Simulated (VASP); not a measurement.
A run of VASP 6.6.1:

Contents of INCAR:

```
  ALGO = Normal
  DIPOL = 0.5 0.5 0.508
  EDIFF = 1E-7
  ENCUT = 520
  GGA = PS
  IDIPOL = 3
  ISIF = 2
  ISMEAR = 0
  LASPH = T
  LCHARG = F
  LDIPOL = T
  LREAL = Auto
  LWAVE = F
  NBANDS = 141
  NELM = 60
  PREC = Accurate
  SIGMA = 0.05
```

Contents of KPOINTS:

```
k-points
0
Gamma
  5 5 1
```

The input POSCAR:

```
SrTiO3
1.0
    5.4870893870      0.0000000000      0.0000000000
    0.0000000000      5.4870893870      0.0000000000
    0.0000000000      0.0000000000     24.7607832423
Sr O Ti
6 18 6
Direct
    0.5000000000      0.0000000000      0.3105156033
    0.0000000000      0.5000000000      0.3105156033
    0.0000000000      0.5000000000      0.4631284929
    0.5000000000      0.0000000000      0.4631284929
    0.5000000000      0.0000000000      0.6239719795
    0.0000000000      0.5000000000      0.6239719795
    0.0000000000      0.0000000000      0.3021411244
    0.5000000000      0.5000000000      0.3021411244
    0.7709777483      0.7290222517      0.3809186233
    0.2709777483      0.7709777483      0.3809186233
    0.2290222517      0.2709777483      0.3809186233
    0.7290222517      0.2290222517      0.3809186233
    0.5000000000      0.5000000000      0.4602845474
    0.0000000000      0.0000000000      0.4602845474
    0.2715616458      0.2284383542      0.5389512607
    0.7715616458      0.2715616458      0.5389512607
    0.7284383542      0.7715616458      0.5389512607
    0.2284383542      0.7284383542      0.5389512607
    0.0000000000      0.0000000000      0.6180910579
    0.5000000000      0.5000000000      0.6180910579
    0.7514564163      0.7485435837      0.6958142558
    0.2514564163      0.7514564163      0.6958142558
    0.2485435837      0.2514564163      0.6958142558
    0.7485435837      0.2485435837      0.6958142558
    0.5000000000      0.5000000000      0.3788931349
    0.0000000000      0.0000000000      0.3788931349
    0.0000000000      0.0000000000      0.5377657136
    0.5000000000      0.5000000000      0.5377657136
    0.5000000000      0.5000000000      0.6921010660
    0.0000000000      0.0000000000      0.6921010660
```

Potentials or basis: VASP PAW PBE potentials, release 64 (Sr_sv, O, Ti_sv).

Command:

```sh
$ cat potpaw_PBE.64/Sr_sv/POTCAR potpaw_PBE.64/O/POTCAR potpaw_PBE.64/Ti_sv/POTCAR > POTCAR
$ mpirun -np 1 vasp_std > vasp.out
```

Hardware: 1 thread of Intel(R) Xeon(R) Platinum 8259CL CPU @ 2.50GHz (Skylake/Cascade Lake) (shared host).

**Question.** Estimate the wall time of this run.

**Answer.** Wall time 35 min on 1 thread of Intel(R) Xeon(R) Platinum 8259CL CPU @ 2.50GHz (Skylake/Cascade Lake) (shared host), peak memory 0.92 GiB. Counts: scf iterations 34, k points 6.
